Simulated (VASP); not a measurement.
Here is a VASP 6.6.1 calculation.

File INCAR:

```
ALGO     = Normal         # electronic algorithm
EDIFF    = 1E-6           # SCF threshold, eV
ENCUT    = 520            # plane-wave cutoff, eV
GGA      = PE             # functional
ISIF     = 2              # what is computed and relaxed
ISMEAR   = 0              # smearing method
LASPH    = T              # aspherical terms in the spheres
LCHARG   = F              # write CHGCAR
LREAL    = F              # projectors in reciprocal space
LWAVE    = F              # write WAVECAR
NBANDS   = 35             # bands
NELM     = 80             # most SCF steps
PREC     = Accurate       # precision mode
SIGMA    = 0.05           # smearing width, eV
```

File KPOINTS:

```
k-points
0
Gamma
  6 6 8
```

File POSCAR:

```
SnO2
1.0
    4.8277049966      0.0000000000      0.0000000000
    0.0000000000      4.8277049966      0.0000000000
    0.0000000000      0.0000000000      3.2379909407
Sn O
2 4
Direct
    0.0000000000      0.0000000000     -0.0231625108
    0.5000000000      0.5000000000      0.5000000000
    0.3066050867      0.3066050867      0.0000000000
    0.1933949133      0.8066050867      0.5000000000
    0.6933949133      0.6933949133      0.0000000000
    0.8066050867      0.1933949133      0.5000000000
```

Potentials or basis: VASP PAW PBE potentials, release 64 (Sn_d, O).

Command:

```bash
$ cat potpaw_PBE.64/Sn_d/POTCAR potpaw_PBE.64/O/POTCAR > POTCAR
$ mpirun -np 1 vasp_std > vasp.out
```

(1) What does it give for the pressure?

(2) Estimate the largest force.

(3) What does it give for the band gap on the k mesh?

Results:

(1) 1.0 GPa.

(2) 1.338 eV/Å.

(3) 0.67 eV, direct.

Caveat: the cell differs from its parent crystal (atom 1 (Sn) moved +0.075 Å towards its neighbour atom 1 (Sn) at 3.238 Å); spin-orbit coupling is left out, which moves the levels of the heavy elements; forces of over 1 eV/Å act on the atoms, so gaps and moduli don't describe the material at rest.
